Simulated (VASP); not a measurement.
Here is a VASP 6.6.1 calculation.

Contents of INCAR:

```
ALGO = Normal
EDIFF = 1E-7
ENCUT = 520
GGA = PE
ISIF = 2
ISMEAR = 0
LASPH = True
LCHARG = False
LREAL = False
LWAVE = False
NBANDS = 21
NELM = 60
PREC = Accurate
SIGMA = 0.1
```

The input KPOINTS:

```
k-points
0
Gamma
  12 12 12
```

Contents of POSCAR:

```
Ge
1.0
   -0.0563773861      2.7621241788      2.6969776057
    2.7621241788     -0.0563773861      2.6969776057
    2.7053507649      2.7053507649      0.0003960278
Ge
2
Direct
    0.5176692936      0.5176692936      0.4829945016
    0.7323307064      0.7323307064      0.7670054984
```

Potentials or basis: VASP PAW PBE potentials, release 64 (Ge_d).

The run is started by

```bash
$ cat potpaw_PBE.64/Ge_d/POTCAR > POTCAR
$ mpirun -np 1 vasp_std > vasp.out
```

What does it give for the largest force?

3.107 eV/Å.

What does it give for the pressure?

15.4 GPa.

What does it give for the band gap on the k mesh?

Zero (band 14 reaches 6.80 eV, above the bottom of band 15 at 6.15 eV).

Stress tensor (GPa, compression positive):
```
15.99 15.11  0.28
15.11 15.99  0.28
 0.28  0.28 14.20
```

Caveat: the cell differs from its parent crystal (strained and its atoms moved); forces of over 1 eV/Å act on the atoms, so gaps and moduli don't describe the material at rest.
